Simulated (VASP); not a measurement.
Set up this calculation in VASP 6.6.1, as the native input.

```yaml
Task: single point
Functional: r2SCAN
Potentials_or_basis: VASP PAW PBE potentials, release 64 (Sr_sv, O)
Cutoff: 520 eV
k_mesh: 6 × 6 × 6, shifted
Occupations: gaussian, width 0.01 eV
Spin: no spin polarisation
Dipole_correction: no
Further_INCAR_settings: ALGO = Normal; EDIFF = 1e-06; NBANDS = 15; ISYM = 0
```

The system is SrO.

```
CELL_PARAMETERS angstrom
0.00000 2.57989 2.57989
2.57989 0.00000 2.57989
2.57989 2.57989 0.00000
ATOMIC_POSITIONS crystal
Sr 0.50000 0.50000 0.50000
O 0.00000 0.00000 0.00000
```

These files were run (other wordings do the same):

POSCAR

```
SrO
1.0
    0.0000000000      2.5798927166      2.5798927166
    2.5798927166      0.0000000000      2.5798927166
    2.5798927166      2.5798927166      0.0000000000
Sr O
1 1
Direct
    0.5000000000      0.5000000000      0.5000000000
    0.0000000000      0.0000000000      0.0000000000
```

INCAR.step1

```
ALGO     = Normal         # electronic algorithm
EDIFF    = 1E-4           # SCF threshold, eV
ENCUT    = 520            # plane-wave cutoff, eV
GGA      = PE             # functional
ISMEAR   = 0              # smearing method
ISYM     = 0            
LASPH    = T              # aspherical terms in the spheres
LCHARG   = F              # write CHGCAR
LREAL    = F              # projectors in reciprocal space
LWAVE    = T              # write WAVECAR
NBANDS   = 15             # bands
NELM     = 80             # most SCF steps
PREC     = Accurate       # precision mode
SIGMA    = 0.01           # smearing width, eV
```

INCAR.step2

```
ALGO     = Normal         # electronic algorithm
EDIFF    = 1E-6           # SCF threshold, eV
ENCUT    = 520            # plane-wave cutoff, eV
ISIF     = 2              # what is computed and relaxed
ISMEAR   = 0              # smearing method
ISTART   = 1            
ISYM     = 0            
LASPH    = T              # aspherical terms in the spheres
LCHARG   = F              # write CHGCAR
LMIXTAU  = T            
LREAL    = F              # projectors in reciprocal space
LWAVE    = F              # write WAVECAR
METAGGA  = R2SCAN         # meta-GGA
NBANDS   = 15             # bands
NELM     = 80             # most SCF steps
PREC     = Accurate       # precision mode
SIGMA    = 0.01           # smearing width, eV
```

KPOINTS

```
Automatic mesh
0
Gamma
  6 6 6
  0.5 0.5 0.5
```

Potentials or basis: VASP PAW PBE potentials, release 64 (Sr_sv, O).

Run with:

```console
$ cat potpaw_PBE.64/Sr_sv/POTCAR potpaw_PBE.64/O/POTCAR > POTCAR
$ cp INCAR.step1 INCAR
$ mpirun -np 1 vasp_std > vasp.out
$ cp INCAR.step2 INCAR
$ mpirun -np 1 vasp_std > vasp.out
```

It gave:

```json
{
  "Pressure": "0.5 GPa",
  "Band gap on the k mesh": "4.06 eV, indirect (least direct gap 4.14 eV)"
}
```

Caveat: the PAW data sets were made with another functional, which shifts forces and pressure a little.

Run time: 8.8 min on 1 thread of AMD EPYC 9R45 96-Core Processor (Zen 5) (shared host), peak memory 0.32 GiB.
